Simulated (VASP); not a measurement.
The system is RuBr4.

```xyz
5
Lattice="5.4036 0.0000 0.0000 0.0000 5.4036 0.0000 0.0000 0.0000 5.4036" Properties=species:S:1:pos:R:3 pbc="T T T"
Ru    0.0000    0.0000    0.0000
Br    0.0000    2.7018    2.7018
Br    2.7018    0.0000    2.7018
Br    2.7018    2.7018    0.0000
Br    2.7018    2.7018    2.7018
```

The cell was generated, and may not be a known phase.

```yaml
Program: VASP 6.6.1
Task: relaxation of cell and atoms
Functional: PBE
Potentials_or_basis: VASP PAW PBE potentials, release 64 (Ru_pv, Br)
Cutoff: 600 eV
k_mesh: 4 × 4 × 4
Occupations: gaussian, width 0.1 eV
Spin: collinear spin, ferromagnetic start
Starting_moments: "[1.0, 0.0, 0.0, 0.0, 0.0] μB"
```

At the start: pressure 2.5 GPa; volume 31.56 Å³/atom.

How do energy, volume and symmetry change on relaxing?

Over 5 steps the energy falls by 45.5 meV/atom and the volume is 34.86 Å³/atom (+10.5 %); space group Pm-3m (No. 221, to 0.1 Å) before and after; moment 1.61 μB per cell.

The path:
```csv
step,energy change (eV),largest force (eV/Å),pressure (GPa),volume (Å³)
1,0.0000,0.0000,2.50,157.78
2,-0.2176,0.0000,0.64,169.27
3,-0.2202,0.0000,0.54,169.98
4,-0.2242,0.0000,0.36,171.41
5,-0.2274,0.0000,0.00,174.30
```

Final structure:
```yaml
crystal:
  lattice:
    - [5.58593, 0.00000, 0.00000]
    - [0.00000, 5.58593, 0.00000]
    - [0.00000, 0.00000, 5.58593]
  atoms:
    - { symbol: Ru, position: [0.00000, 0.00000, 0.00000] }
    - { symbol: Br, position: [0.00000, 0.50000, 0.50000] }
    - { symbol: Br, position: [0.50000, 0.00000, 0.50000] }
    - { symbol: Br, position: [0.50000, 0.50000, 0.00000] }
    - { symbol: Br, position: [0.50000, 0.50000, 0.50000] }
```
